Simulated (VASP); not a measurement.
Wanted: the native input for a VASP 6.6.1 run.

```
Task                   : single point
Functional             : PBEsol
Potentials or basis    : VASP PAW PBE potentials, release 64 (Cd, Se)
Cutoff                 : 520 eV
k mesh                 : 8 × 8 × 8
Occupations            : fermi-dirac, width 0.05 eV
Spin                   : no spin polarisation
Dipole correction      : no
Further INCAR settings : ALGO = Normal; EDIFF = 1e-06; NBANDS = 16
```

The structure of CdSe lies in POSCAR:

```
CdSe
1.0
    0.0000000000      3.1106741371      3.1106741371
    3.1106741371      0.0000000000      3.1106741371
    3.1106741371      3.1106741371      0.0000000000
Cd Se
1 1
Direct
    0.0000000000      0.0000000000      0.0000000000
    0.2500000000      0.2500000000      0.2500000000
```

One way to write it, as run:

INCAR

```
ALGO     = Normal         # electronic algorithm
EDIFF    = 1E-6           # SCF threshold, eV
ENCUT    = 520            # plane-wave cutoff, eV
GGA      = PS             # functional
ISIF     = 2              # what is computed and relaxed
ISMEAR   = -1             # smearing method
LASPH    = T              # aspherical terms in the spheres
LCHARG   = F              # write CHGCAR
LREAL    = F              # projectors in reciprocal space
LWAVE    = F              # write WAVECAR
NBANDS   = 16             # bands
NELM     = 80             # most SCF steps
PREC     = Accurate       # precision mode
SIGMA    = 0.05           # smearing width, eV
```

KPOINTS

```
k-points
0
Gamma
  8 8 8
```

Potentials or basis: VASP PAW PBE potentials, release 64 (Cd, Se).

The run is started by

```sh
$ cat potpaw_PBE.64/Cd/POTCAR potpaw_PBE.64/Se/POTCAR > POTCAR
$ mpirun -np 1 vasp_std > vasp.out
```

It gave:

```yaml
Pressure: -2.8 GPa
Band_gap_on_the_k_mesh: 0.35 eV, direct
```

Caveat: the PAW data sets were made with another functional, which shifts forces and pressure a little.

Run time: 14 s on 1 thread of Intel(R) Xeon(R) 6975P-C (Granite Rapids) (shared host), peak memory 0.21 GiB.
